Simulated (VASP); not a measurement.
Crystal: KF.

```
CELL_PARAMETERS angstrom
0.00000 2.89049 3.01896
2.89049 0.00000 3.01896
2.89049 2.89049 0.00000
ATOMIC_POSITIONS crystal
K 0.00000 0.00000 0.00000
F 0.25000 0.25000 0.25000
```

This cell differs from its parent crystal: epitaxial xy strain -1.5%.

Base run:

```yaml
Program: VASP 6.6.1
Functional: PBE
Potentials_or_basis: VASP PAW PBE potentials, release 64 (K_sv, F)
Cutoff: 520 eV
k_mesh: 8 × 8 × 8
Occupations: fermi-dirac, width 0.02 eV
Spin: no spin polarisation
```

Its results: band gap on the k mesh 5.16 eV (least direct gap 5.37 eV); pressure 1.0 GPa.

Question: The run is repeated on the same cell with these changes: functional from PBE to r2SCAN; occupations from fermi-dirac, width 0.02 eV to gaussian, width 0.01 eV. What comes out?

Answer: Band gap on the k mesh 5.74 eV (least direct gap 5.95 eV); pressure 0.1 GPa.

Caveats: the structure was generated, so it needn't be the stable form of KF; the PAW data sets were made with another functional, which shifts forces and pressure a little (at least some runs).

A k mesh can miss the band edges.
